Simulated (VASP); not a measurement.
Set up this calculation in VASP 6.6.1, as the native input.

| Quantity | Value |
| --- | --- |
| Task | single point |
| Functional | r2SCAN |
| Potentials or basis | VASP PAW PBE potentials, release 64 (Rh_sv_GW) |
| Cutoff | 680 eV |
| k mesh | 9 × 9 × 9 |
| Occupations | fermi-dirac, width 0.05 eV |
| Spin | non-collinear spin, zero start, spin-orbit coupling |
| Starting moments | [[0.0, 0.0, 0.0]] μB |
| Dipole correction | no |
| Further INCAR settings | ALGO = Normal; EDIFF = 1e-06; NBANDS = 28 |

Rh:

```
Rh
1.0
     0.00000    1.89785    1.89785
     1.89785    0.00000    1.89785
     1.89785    1.89785    0.00000
Rh
1
Cartesian
  0.0000 0.0000 0.0000
```

One way to write it, as run:

POSCAR

```
Rh
1.0
    0.0000000000      1.8978500000      1.8978500000
    1.8978500000      0.0000000000      1.8978500000
    1.8978500000      1.8978500000      0.0000000000
Rh
1
Direct
    0.0000000000      0.0000000000      0.0000000000
```

INCAR.step1

```
SYSTEM = Rh
ALGO     = Normal         ! electronic algorithm
EDIFF    = 1E-5           ! SCF threshold, eV
ENCUT    = 680            ! plane-wave cutoff, eV
GGA      = PE             ! functional
GGA_COMPAT= .FALSE.      
ISMEAR   = -1             ! smearing method
LASPH    = .TRUE.         ! aspherical terms in the spheres
LCHARG   = .FALSE.        ! write CHGCAR
LMAXMIX  = 4              ! l up to which the mixer works
LNONCOLLINEAR= .TRUE.         ! non-collinear magnetism
LREAL    = .FALSE.        ! projectors in reciprocal space
LSORBIT  = .TRUE.         ! spin-orbit coupling
LWAVE    = .TRUE.         ! write WAVECAR
MAGMOM   = 0 0 0          ! initial moments
NBANDS   = 28             ! bands
NELM     = 200            ! most SCF steps
PREC     = Accurate       ! precision mode
SIGMA    = 0.05           ! smearing width, eV
```

INCAR.step2

```
SYSTEM = Rh
ALGO     = Normal         ! electronic algorithm
EDIFF    = 1E-6           ! SCF threshold, eV
ENCUT    = 680            ! plane-wave cutoff, eV
GGA_COMPAT= .FALSE.      
ISIF     = 2              ! what is computed and relaxed
ISMEAR   = -1             ! smearing method
ISTART   = 1            
LASPH    = .TRUE.         ! aspherical terms in the spheres
LCHARG   = .FALSE.        ! write CHGCAR
LMAXMIX  = 4              ! l up to which the mixer works
LMIXTAU  = .TRUE.       
LNONCOLLINEAR= .TRUE.         ! non-collinear magnetism
LORBIT   = 11             ! projections on sites
LORBMOM  = .TRUE.       
LREAL    = .FALSE.        ! projectors in reciprocal space
LSORBIT  = .TRUE.         ! spin-orbit coupling
LWAVE    = .FALSE.        ! write WAVECAR
MAGMOM   = 0 0 0          ! initial moments
METAGGA  = R2SCAN         ! meta-GGA
NBANDS   = 28             ! bands
NELM     = 200            ! most SCF steps
PREC     = Accurate       ! precision mode
SIGMA    = 0.05           ! smearing width, eV
```

KPOINTS

```
k-points
0
G
  9 9 9
  0 0 0
```

Potentials or basis: VASP PAW PBE potentials, release 64 (Rh_sv_GW).

Command:

```sh
$ cat potpaw_PBE.64/Rh_sv_GW/POTCAR > POTCAR
$ cp INCAR.step1 INCAR
$ mpirun -np 1 vasp_ncl > vasp.out
$ cp INCAR.step2 INCAR
$ mpirun -np 1 vasp_ncl > vasp.out
```

Results of the run:

```yaml
Pressure: 1.5 GPa
Net_moment: 0.00 μB per cell
Valence_electrons_inside_the_program's_atomic_spheres: Rh 14.97
```

Caveat: the PAW data sets were made with another functional, which shifts forces and pressure a little.

Wall time 110 s on 1 thread of Intel(R) Xeon(R) Platinum 8488C (Sapphire Rapids), with other jobs on the host, peak memory 0.24 GiB.
